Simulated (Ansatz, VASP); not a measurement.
**GaN: VASP beside Ansatz**

```xyz
6
Lattice="3.1641 0.0000 0.0000 -1.5821 2.7402 0.0000 0.0000 0.0000 7.4358" Properties=species:S:1:pos:R:3 pbc="T T T"
Ga   -0.7910    1.3701    1.2393
Ga    0.7910    1.3701    6.1965
Ga    1.5821    0.0000    3.7179
N     0.7910    1.3701    2.4786
N     1.5821    0.0000    0.0000
N    -0.7910    1.3701    4.9572
```

Alike in both runs: functional PBE; k mesh 6 × 6 × 4; occupations gaussian, width 0.1 eV; no spin polarisation.

Ansatz relaxed the structure, and its values are those at the end. VASP's run is a single point on that final structure, the one shown.

|  | VASP | Ansatz |
| --- | --- | --- |
| version | VASP 6.6.1 | Ansatz 0.2.0 |
| potentials or method | VASP PAW PBE potentials, release 64 (Ga_d, N), cutoff 600 eV | scalar-relativistic, plane waves, PAW |
| valence electrons in the cell | 54 | 54 |

|  | VASP | Ansatz | Ansatz less VASP |
| --- | --- | --- | --- |
| gap on the k mesh at the Fermi level (eV) | 1.20 | 1.20 | -0.001 |
| least direct gap on the mesh (eV) | 1.20 | 1.20 | -0.001 |
| pressure (GPa) | 0.2 | 0.0 | -0.13 |
